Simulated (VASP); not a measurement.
Hf, 2 atoms in the cell. It takes space group P6_3/mmc (No. 194, hexagonal). The conventional cell has a = 2.952 Å, b = 2.952 Å, c = 4.725 Å, α = 90.00°, β = 90.00°, γ = 120.00°. Hf (site symmetry -6m2) has 12 Hf at 2.91 to 2.95 Å within 3.8 Å. 

```yaml
Program: VASP 6.6.1
Task: single point
Functional: PBEsol
Potentials_or_basis: VASP PAW PBE potentials, release 64 (Hf_pv)
Cutoff: 520 eV
k_mesh: 10 × 10 × 5
Occupations: fermi-dirac, width 0.05 eV
Spin: no spin polarisation
Dipole_correction: no
Further_INCAR_settings: ALGO = Fast; EDIFF = 1e-06; NBANDS = 17
```

Potentials or basis: VASP PAW PBE potentials, release 64 (Hf_pv).

Command:

```sh
$ cat potpaw_PBE.64/Hf_pv/POTCAR > POTCAR
$ mpirun -np 1 vasp_std > vasp.out
```

Hardware: 1 thread of AMD EPYC 7R43 64-Core Processor (Zen 3), on a shared host.

Q: How long does it take, and how much memory?

A: Run time: 34 s on 1 thread of AMD EPYC 7R43 64-Core Processor (Zen 3), on a shared host, peak memory 0.12 GiB. Counts: scf iterations 13, k points 42.
